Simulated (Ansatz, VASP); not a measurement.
# One calculation of Re, two programs

```
CELL_PARAMETERS angstrom
2.79713 0.00000 0.00000
-1.39857 2.42239 0.00000
0.00000 0.00000 4.51687
ATOMIC_POSITIONS crystal
Re 0.66667 0.33333 0.75000
Re 0.33333 0.66667 0.25000
```

Change from the starting cell: volume scaled by 1.04.

Alike in both runs: task relaxation of cell and atoms; functional LDA; k mesh 11 × 11 × 6; occupations methfessel-paxton of order 1, width 0.1 eV; no spin polarisation.

```csv
,VASP,Ansatz
version,VASP 6.6.1,Ansatz 0.2.0
potentials or method,"VASP PAW LDA potentials, release 64 (Re)",Ansatz PAW
plane-wave cutoff (eV),600,420
valence electrons in the cell,14,30
```

Ansatz gave:

| Property | Result |
| --- | --- |
| gap on the k mesh at the Fermi level, each at its own relaxed structure (eV) | none |
| relaxed volume (Å³/atom) | 14.33 |
| relaxed cell length with the largest relative difference (Å) | 4.416 |

Q: What did VASP give for the same quantities?

A: gap on the k mesh at the Fermi level, each at its own relaxed structure (eV): none; relaxed volume (Å³/atom): 14.38; relaxed cell length with the largest relative difference (Å): 4.422.

LDA's correlation is that of Perdew and Zunger in VASP and of Perdew and Wang (1992) in Ansatz. A gap of «none» marks a metal or a gap that the smearing closes. VASP's potentials hold 14 valence electrons a cell and Ansatz's 30, so a difference there can come from the potentials and not from the codes.

Neither program's run includes spin-orbit coupling. Noted on Ansatz's run: the plane-wave basis is chosen anew once the cell has moved, so the energies of steps on either side of that aren't comparable.
